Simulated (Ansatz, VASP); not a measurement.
## Y in VASP and in Ansatz

File INCAR:

```
SYSTEM = Y
ALGO = Normal ; EDIFF = 1E-6
ENCUT = 520 ; GGA = PE
ISIF = 2 ; ISMEAR = -1
LASPH = .True. ; LCHARG = .False.
LREAL = .False. ; LWAVE = .False.
NBANDS = 12 ; NELM = 100
PREC = Accurate ; SIGMA = 0.1
```

The input KPOINTS:

```
k-points
0
Gamma
  11 11 11
  0 0 0
```

POSCAR

```
Y
1.0
    3.3571053740      0.0000000000      0.0000000000
    0.0000000000      3.3571053740      0.0000000000
    0.0000000000      0.0000000000      3.3571053740
Y
1
Direct
    0.0000000000      0.0000000000      0.0000000000
```

Input for Ansatz:

```yaml
crystal:
  lattice:
    - [3.357105374, 0.0, 0.0]
    - [0.0, 3.357105374, 0.0]
    - [0.0, 0.0, 3.357105374]
  atoms:
    - { symbol: "Y", position: [0.0, 0.0, 0.0] }
hamiltonian:
  xc: pbe
  pseudopotentials:
    kind: paw
    azcp:
      "Y": "pseudopotentials/Y.paw.azcp"
basis:
  ecutwfc: 420
  fft_grid_basis: typed
kpoints:
  mp_grid: { grid: [11, 11, 11], shift: [0, 0, 0] }
magnetization:
  spin_polarized: false
scf:
  occupations: { method: fermi_dirac, width: 0.1 }
  lower_state_search: "off"
output:
  stress: true
```

Alike in both runs: task single point; functional PBE; k mesh 11 × 11 × 11; occupations fermi-dirac, width 0.1 eV; no spin polarisation.

|  | VASP | Ansatz |
| --- | --- | --- |
| version | VASP 6.6.1 | Ansatz 0.2.0 |
| potentials or method | VASP PAW PBE potentials, release 64 (Y_sv), cutoff 520 eV | plane waves (420 eV) with PAW, scalar-relativistic |
| valence electrons in the cell | 11 | 11 |

```csv
,VASP,Ansatz,Ansatz less VASP
pressure (GPa),-1.9,-1.9,+0.05
```
